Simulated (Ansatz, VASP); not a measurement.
# One calculation of Te2Mo, two programs

```
Te Mo
1.0
     3.51820    0.00000    0.00000
    -1.75910    3.04685    0.00000
     0.00000    0.00000   13.97360
Te Mo
4 2
Cartesian
  0.0000 2.0312 8.6985
  1.7591 1.0156 1.7117
  0.0000 2.0312 12.2619
  1.7591 1.0156 5.2751
  0.0000 2.0312 3.4934
  1.7591 1.0156 10.4802
```

Alike in both runs: functional LDA; k mesh 12 × 12 × 3; no spin polarisation.

Ansatz relaxed the structure, and its values are those at the end. VASP's run is a single point on that final structure, the one shown.

|  | VASP | Ansatz |
| --- | --- | --- |
| version | VASP 6.6.1 | Ansatz 0.2.0 |
| potentials or method | VASP PAW LDA potentials, release 64 (Te, Mo_sv), cutoff 520 eV | scalar-relativistic, plane waves, PAW |
| occupations | gaussian, width 0.01 eV | fixed |
| valence electrons in the cell | 52 | 92 |

|  | VASP | Ansatz | Ansatz less VASP |
| --- | --- | --- | --- |
| gap on the k mesh at the Fermi level (eV) | 0.73 | 0.74 | +0.011 |
| least direct gap on the mesh (eV) | 1.02 | 1.02 | 0.000 |
| pressure (GPa) | -1.6 | -1.8 | -0.25 |
| rms of the force components (eV/Å) | 0.027 | 0.000 | -0.0270 |

LDA's correlation is that of Perdew and Zunger in VASP and of Perdew and Wang (1992) in Ansatz. VASP's potentials hold 52 valence electrons a cell and Ansatz's 92, so a difference there can come from the potentials and not from the codes. Ansatz's warnings: stress scf threshold loose.

Neither program's run includes spin-orbit coupling.
